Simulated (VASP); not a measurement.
Wanted: the native input for a VASP 6.6.1 run.

| Item | Value |
| --- | --- |
| Task | single point |
| Functional | PBE |
| Potentials or basis | VASP PAW PBE potentials, release 64 (Tb_3, Ga_d, O), 4f in core |
| Cutoff | 600 eV |
| k mesh | 10 × 10 × 4 |
| Occupations | gaussian, width 0.1 eV |
| Spin | no spin polarisation |
| Dipole correction | no |
| Mended | yes |
| Further INCAR settings | ALGO = Normal; EDIFF = 1e-06; NBANDS = 36 |

The structure of TbGa2O3 lies in POSCAR:

```
TbGa2O3
1.0
    3.2248406041      0.0000000000      0.0000000000
    0.0000000000      3.2248406041      0.0000000000
    0.0000000000      0.0000000000      8.5160130621
Tb Ga O
1 2 3
Direct
    0.5000000000      0.5000000000      0.5000000000
    0.0000000000      0.0000000000      0.1573548684
    0.0000000000      0.0000000000      0.8426451316
    0.5000000000      0.5000000000      0.2254041427
    0.5000000000      0.5000000000      0.7745958573
    0.0000000000      0.0000000000      0.5000000000
```

One way to write it, as run:

INCAR

```
SYSTEM = TbGa2O3
  PREC = Accurate
  ENCUT = 600
  EDIFF = 1E-6
  ISMEAR = 0
  SIGMA = 0.1
  LREAL = .False.
  LASPH = .True.
  NELM = 200
  ALGO = Normal
  ISIF = 2
  LWAVE = .False.
  LCHARG = .False.
  GGA = PE
  NBANDS = 36
  GGA_COMPAT = .False.
  LMAXMIX = 6
```

KPOINTS

```
Automatic mesh
0
Gamma
  10 10 4
  0 0 0
```

Potentials or basis: VASP PAW PBE potentials, release 64 (Tb_3, Ga_d, O), 4f in core.

The run is started by

```console
$ cat potpaw_PBE.64/Tb_3/POTCAR potpaw_PBE.64/Ga_d/POTCAR potpaw_PBE.64/O/POTCAR > POTCAR
$ mpirun -np 1 vasp_std > vasp.out
```

It gave:

| Property | Result |
| --- | --- |
| Pressure | -2.1 GPa |
| Largest force | 0.025 eV/Å |
| Band gap on the k mesh | zero (an odd number of electrons rules out a gap without spin polarisation) |

Caveat: spin-orbit coupling is left out, which moves the levels of the heavy elements; the 4f electrons are frozen in the core, so they carry no moment and show no levels; an odd number of electrons without spin polarisation forces a metal; a magnetic or distorted state may lie lower; the run has no spin polarisation, though such a crystal can be magnetic.

Run time: 120 s on 1 thread of Intel(R) Xeon(R) 6975P-C (Granite Rapids), with other jobs on the host, peak memory 0.37 GiB.
